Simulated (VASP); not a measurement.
# CdSnO2 (P-3m1) in VASP: single point with PBE

Aim: the single point of CdSnO2 with PBE.

Everything below comes from runs of VASP 6.6.1. Logs are shortened: lines on timing, memory, paths and dates and some standing lists are left out, and cuts for length are marked.

### 1 The cell of the first run

It takes space group P-3m1 (No. 164, trigonal). Conventional cell: a = 3.418 Å, b = 3.418 Å, c = 6.075 Å, α = 90.00°, β = 90.00°, γ = 120.00°. Cd (site symmetry -3m) has 6 O at 2.41 Å and 2 Sn at 3.04 Å within 3.2 Å. Within 3.4 Å of Sn (site symmetry -3m) lie 6 O at 2.57 Å and 2 Cd at 3.04 Å. Within 3.2 Å of O (site symmetry 3m) lie 3 Cd at 2.41 Å and 3 Sn at 2.57 Å.

### 2 Single point, PBE

INCAR

```
SYSTEM = CdSnO2
PREC = Accurate
ENCUT = 600
EDIFF = 1E-6
ISMEAR = 0
SIGMA = 0.15
LREAL = .False.
LASPH = .True.
NELM = 120
ALGO = Normal
ISIF = 2
LWAVE = .False.
LCHARG = .False.
GGA = PE
NBANDS = 27
GGA_COMPAT = .False.
```

KPOINTS

```
Automatic mesh
0
Gamma
  4 4 3
  0 0 0
```

POSCAR

```
CdSnO2
1.0
    3.4182639407      0.0000000000      0.0000000000
   -1.7091319704      2.9603034095      0.0000000000
    0.0000000000      0.0000000000      6.0749398191
Cd Sn O
1 1 2
Direct
    0.0000000000      0.0000000000      0.0000000000
    0.0000000000      0.0000000000      0.5000000000
    0.3333333333      0.6666666667      0.7719531521
    0.6666666667      0.3333333333      0.2280468479
```

Potentials or basis: VASP PAW PBE potentials, release 64 (Cd, Sn_d, O).

On the command line:

```sh
$ cat potpaw_PBE.64/Cd/POTCAR potpaw_PBE.64/Sn_d/POTCAR potpaw_PBE.64/O/POTCAR > POTCAR
$ mpirun -np 1 vasp_std > vasp.out
```

OUTCAR:

```text
SYSTEM = CdSnO2
   PREC = Accurate
   ENCUT = 600
   EDIFF = 1E-6
   ISMEAR = 0
   LREAL = .False.
   LASPH = .True.
   NELM = 120
   ISIF = 2
   GGA = PE

 ion  position               nearest neighbor table
   1  0.000  0.000  0.000-   3 2.41   4 2.41   4 2.41   3 2.41   4 2.41   3 2.41   2 3.04   2 3.04

   2  0.000  0.000  0.500-   3 2.57   4 2.57   4 2.57   3 2.57   4 2.57   3 2.57   1 3.04   1 3.04

   3  0.333  0.667  0.772-   1 2.41   1 2.41   1 2.41   2 2.57   2 2.57   2 2.57
   4  0.667  0.333  0.228-   1 2.41   1 2.41   1 2.41   2 2.57   2 2.57   2 2.57

  LATTYP: Found a hexagonal cell.
 ALAT       =     3.4182639407
 C/A-ratio  =     1.7772003346

  Lattice vectors:

 A1 = (   3.4182639407,   0.0000000000,   0.0000000000)
 A2 = (  -1.7091319704,   2.9603034095,   0.0000000000)
 A3 = (   0.0000000000,   0.0000000000,   6.0749398191)

Analysis of symmetry for initial positions (statically):
=====================================================================
 Subroutine PRICEL returns:
 Original cell was already a primitive cell.

 Routine SETGRP: Setting up the symmetry group for a
 hexagonal supercell.

 Subroutine GETGRP returns: Found 12 space group operations
 (whereof 12 operations were pure point group operations)
 out of a pool of 24 trial point group operations.

The static configuration has the point symmetry D_3d.

Analysis of symmetry for dynamics (positions and initial velocities):
=====================================================================
 Subroutine PRICEL returns:
 Original cell was already a primitive cell.

 Routine SETGRP: Setting up the symmetry group for a
 hexagonal supercell.

 Subroutine GETGRP returns: Found 12 space group operations
 (whereof 12 operations were pure point group operations)
 out of a pool of 24 trial point group operations.

The dynamic configuration has the point symmetry D_3d.

 Subroutine INISYM returns: Found 12 space group operations
 (whereof 12 operations are pure point group operations),
 and found     1 'primitive' translations

----------------------------------------------------------------------------------------

                                     Primitive cell

  volume of cell :      61.4729

[... 66 lines left out ...]
 SYSTEM =  CdSnO2
   PREC   = accura    normal or accurate (medium, high low for compatibility)
   ISTART =      0    job   : 0-new  1-cont  2-samecut
   ICHARG =      2    charge: 1-file 2-atom 10-const
   ISPIN  =      1    spin polarized calculation?
   LNONCOLLINEAR =      F non collinear calculations
   LSORBIT =      F    spin-orbit coupling
   LASPH  =      T    aspherical Exc in radial PAW
   ENCUT  =  600.0 eV  44.10 Ry    6.64 a.u.   6.83  6.83 12.13*2*pi/ulx,y,z
   NELM   =    120;   NELMIN=  2; NELMDL= -5     # of ELM steps
   EDIFF  = 0.1E-05   stopping-criterion for ELM
   LREAL  =      F    real-space projection
[... 7 lines left out ...]
   TEBEG  =    0.0;   TEEND  =   0.0 temperature during run
   PSTRESS=    0.0 pullay stress
   NELECT =      38.0000    total number of electrons
   NUPDOWN=      -1.0000    fix difference up-down
   EMIN   =  10.00;   EMAX   =-10.00  energy-range for DOS
   EFERMI =   0.00;   METHOD = LEGACY
   ISMEAR =     0;   SIGMA  =   0.15  broadening in eV -4-tet -1-fermi 0-gaus
   EFERMI_NEDOS =   21; number of points for ismear=-14 and -15
   IALGO  =     38    algorithm
   IMIX   =      4    mixing-type and parameters
     AMIX     =   0.40;   BMIX     =  1.00
     AMIX_MAG =   1.60;   BMIX_MAG =  1.00
  volume/ion in A,a.u.               =      15.37       103.71
  Fermi-wavevector in a.u.,A,eV,Ry     =   1.394574  2.635362 26.461093  1.944835
  Thomas-Fermi vector in A             =   2.518109
   LORBIT       =      0    0 simple, 1 ext, 2 COOP (PROOUT), +10 PAW based schemes
   GGA     = PE    functional components
   LHFCALC =     F    Hartree Fock is set to
   AEXX    =    0.0000 exact exchange contribution
   IVDW    =     0    specifies the selected vdW correction
   LEPSILON=     F    determine dielectric tensor
   LRPA    =     F    only Hartree local field effects (RPA)
 non-spin polarized calculation
 Gauss-broadening in eV      SIGMA  =   0.15
  energy-cutoff  :      600.00
  volume of cell :       61.47
 maximum number of plane-waves:      2074
 NGX is ok and might be reduce to    28
   NGX = 13   NGY = 13   NGZ = 25

 number of electron      38.0000001 magnetization

 Free energy of the ion-electron system (eV)
  ---------------------------------------------------
  ext. energy  EPLUGINS =         0.00000000
  ---------------------------------------------------
  free energy    TOTEN  =       -17.70594438 eV

  energy without entropy =      -17.70473738  energy(sigma->0) =      -17.70534088

 E-fermi :   5.1088     XC(G=0): -10.9319

 val. band max:        4.8582802445   @ k =   0.2500  -0.0000   0.3333
 cond. band min:       5.3126263203   @ k =   0.0000   0.0000   0.3333
 fundamental gap:      0.4543460758
 Fermi energy:         5.1087644912

 k-point     1 :       0.0000    0.0000    0.0000
  band No.  band energies     occupation
      1     -16.4068      2.00000
      2     -16.3960      2.00000
      3     -16.3960      2.00000
      4     -16.2808      2.00000
      5     -16.2808      2.00000
      6     -12.9385      2.00000
[... 259 lines left out ...]
     26      14.7141      0.00000
     27      16.1488      0.00000

------------------------ aborting loop because EDIFF is reached ----------------------------------------

  FORCE on cell =-STRESS in cart. coord.  units (eV):
  Direction    XX          YY          ZZ          XY          YZ          ZX
  --------------------------------------------------------------------------------------
  -------------------------------------------------------------------------------------
  Total       -0.0352503     -0.0352503      0.4304604      0.0000000      0.0000000      0.0000000
  in kB       -0.9187345     -0.9187345     11.2191517      0.0000000      0.0000000      0.0000000
  external PRESSURE =       3.1272276 kB  Pullay stress =       0.0000000 kB

 VOLUME and BASIS-vectors are now :
 -----------------------------------------------------------------------------
  energy-cutoff  :      600.00
  volume of cell :       61.47
      direct lattice vectors                 reciprocal lattice vectors
     3.418263941  0.000000000  0.000000000     0.292546163  0.168901606  0.000000000
    -1.709131970  2.960303409  0.000000000     0.000000000  0.337803212  0.000000000
     0.000000000  0.000000000  6.074939819     0.000000000  0.000000000  0.164610684

 POSITION                                       TOTAL-FORCE (eV/Angst)
 -----------------------------------------------------------------------------------
      0.00000      0.00000      0.00000         0.000000      0.000000      0.000000
      0.00000      0.00000      3.03747         0.000000      0.000000      0.000000
     -0.00000      1.97354      4.68957        -0.000000      0.000000     -0.045367
      1.70913      0.98677      1.38537         0.000000     -0.000000      0.045367
 -----------------------------------------------------------------------------------
    total drift:                               -0.000000      0.000000      0.000000

  FREE ENERGIE OF THE ION-ELECTRON SYSTEM (eV)
  ---------------------------------------------------
  free  energy   TOTEN  =       -17.7059443836 eV

  energy  without entropy=      -17.7047373785  energy(sigma->0) =      -17.70534088
```

OSZICAR:

```text
N       E                     dE             d eps       ncg     rms          rms(c)
DAV:   1     0.417029062754E+03    0.41703E+03   -0.21243E+04   497   0.215E+03
DAV:   2     0.252704272050E+02   -0.39176E+03   -0.37119E+03   534   0.527E+02
DAV:   3    -0.202602148743E+02   -0.45531E+02   -0.44837E+02   566   0.159E+02
DAV:   4    -0.215714457969E+02   -0.13112E+01   -0.13077E+01   561   0.286E+01
DAV:   5    -0.215928173664E+02   -0.21372E-01   -0.21370E-01   540   0.393E+00    0.127E+01
DAV:   6    -0.179426365618E+02    0.36502E+01   -0.16746E+01   717   0.645E+01    0.970E+00
DAV:   7    -0.177548493084E+02    0.18779E+00   -0.27254E+00   515   0.111E+01    0.473E+00
DAV:   8    -0.177160919253E+02    0.38757E-01   -0.39471E-01   519   0.406E+00    0.134E+00
DAV:   9    -0.177059604081E+02    0.10132E-01   -0.32341E-02   624   0.134E+00    0.272E-01
DAV:  10    -0.177058002229E+02    0.16019E-03   -0.52864E-03   513   0.552E-01    0.968E-02
DAV:  11    -0.177059815066E+02   -0.18128E-03   -0.84844E-04   513   0.191E-01    0.851E-02
DAV:  12    -0.177059439352E+02    0.37571E-04   -0.14508E-04   546   0.930E-02    0.138E-02
DAV:  13    -0.177059438177E+02    0.11754E-06   -0.11927E-05   535   0.241E-02    0.270E-03
DAV:  14    -0.177059443836E+02   -0.56591E-06   -0.98103E-07   375   0.773E-03
   1 F= -.17705944E+02 E0= -.17705341E+02  d E =-.120701E-02
```

stdout:

```text
POSCAR found type information on POSCAR CdSnO
 POSCAR found :  3 types and       4 ions
 scaLAPACK will be used
 LDA part: xc-table for (Slater+PW92), standard interpolation
 POSCAR, INCAR and KPOINTS ok, starting setup
 FFT: planning ... GRIDC
 FFT: planning ... GRID_SOFT
 FFT: planning ... GRID
 WAVECAR not read
 entering main loop
```

Run time: 11 s. Hardware: 1 thread of Intel Xeon Platinum 8559C (Emerald Rapids), shared host; peak memory 0.19 GiB.

What came out:

```
Free energy            : -17.7059 eV
Pressure               : 0.3 GPa
Largest force          : 0.045 eV/Å
Band gap on the k mesh : 0.45 eV, indirect (least direct gap 1.28 eV)
```

Forces on the atoms (eV/Å):
```
Cd   0.000  0.000  0.000
Sn   0.000  0.000  0.000
O    0.000  0.000 -0.045
O    0.000  0.000  0.045
```

Levels at points of the mesh, in eV from the valence-band top:
```tsv
k point	band 16	band 17	band 18	band 19	band 20	band 21	band 22	band 23
(0.00, 0.00, 0.00)	-2.08	-2.08	-1.42	-1.42	1.44	3.52	7.15	7.15
(0.50, 0.00, 0.00)	-2.98	-2.93	-1.50	-0.23	1.05	4.06	4.15	5.47
```

Caveat: the k points lie up to 0.53 Å⁻¹ apart; spin-orbit coupling is left out, which moves the levels of the heavy elements.
